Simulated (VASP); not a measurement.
Write the native input for VASP 6.6.1 that does the following.

* Task: single point
* Functional: BLYP
* Dispersion: D4
* Potentials or basis: VASP PAW PBE potentials, release 64 (Pt, Fe)
* Cutoff: 520 eV
* k mesh: 10 × 10 × 7
* Occupations: fermi-dirac, width 0.05 eV
* Spin: collinear spin, ferromagnetic start
* Starting moments: [0.0, 3.0] μB
* Dipole correction: no
* Further INCAR settings: ALGO = Normal; EDIFF = 1e-07; NBANDS = 20

The structure of FePt lies in POSCAR:

```
FePt
1.0
    2.7339712919      0.0000000000      0.0000000000
    0.0000000000      2.7339712919      0.0000000000
    0.0000000000      0.0000000000      3.7349435108
Pt Fe
1 1
Direct
    0.5000000000      0.5000000000      0.5000000000
    0.0000000000      0.0000000000      0.0000000000
```

One way to write it, as run:

INCAR

```
SYSTEM = FePt
PREC = Accurate
ENCUT = 520
EDIFF = 1E-7
ISMEAR = -1
SIGMA = 0.05
LREAL = .FALSE.
LASPH = .TRUE.
NELM = 150
ALGO = Normal
ISIF = 2
LWAVE = .FALSE.
LCHARG = .FALSE.
ISPIN = 2
MAGMOM = 0 3
LORBIT = 11
LMAXMIX = 4
GGA = B5
ALDAX = 1.0
AGGAX = 1.0
AGGAC = 1.0
ALDAC = 0.0
IVDW = 13
VDW_S6 = 1.0
VDW_S8 = 2.34076671
VDW_A1 = 0.44488865
VDW_A2 = 4.0933009
NBANDS = 20
```

KPOINTS

```
regular mesh
0
G
  10 10 7
  0 0 0
```

Potentials or basis: VASP PAW PBE potentials, release 64 (Pt, Fe).

Command:

```sh
$ cat potpaw_PBE.64/Pt/POTCAR potpaw_PBE.64/Fe/POTCAR > POTCAR
$ mpirun -np 1 vasp_std > vasp.out
```

Results of the run:

The pressure is 0.7 GPa and the net moment is 3.23 μB per cell. The site moments are Pt +0.34; Fe +2.86 μB, the valence electrons inside the program's atomic spheres are Pt 9.45; Fe 7.02 and the dispersion energy per atom is -1.010 eV.

Caveat: the PAW data sets were made with another functional, which shifts forces and pressure a little.

It took 44 s on 1 thread of Intel(R) Xeon(R) 6975P-C (Granite Rapids) (shared host), peak memory 0.19 GiB.
